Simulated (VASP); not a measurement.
Here is a VASP 6.6.1 calculation.

File INCAR:

```
PREC = Accurate
ENCUT = 520
EDIFF = 1E-8
ISMEAR = -1
SIGMA = 0.15
LREAL = F
LASPH = T
NELM = 100
ALGO = Normal
ISIF = 2
LWAVE = F
LCHARG = F
GGA = PS
IBRION = 8
NSW = 1
```

File KPOINTS:

```
regular mesh
0
Gamma
  18 18 10
```

POSCAR

```
Rh
1.0
    2.6760728256      0.0000000000      0.0000000000
   -1.3380364128      2.3175470493      0.0000000000
    0.0000000000      0.0000000000      4.3140160293
Rh
2
Direct
    0.6666666667      0.3333333333      0.7500000000
    0.3333333333      0.6666666667      0.2500000000
```

Potentials or basis: VASP PAW PBE potentials, release 64 (Rh_pv).

The run is started by

```sh
$ cat potpaw_PBE.64/Rh_pv/POTCAR > POTCAR
$ mpirun -np 1 vasp_std > vasp.out
```

Q: Predict the highest phonon frequency at Γ.

A: 261 cm⁻¹.

Phonon frequencies in cm⁻¹ (negative: imaginary):
| q point | frequencies |
| --- | --- |
| (0.000, 0.000, 0.000) | 0 0 0 157 157 261 |

Caveat: the cell wasn't relaxed at this level first, which shifts response properties.
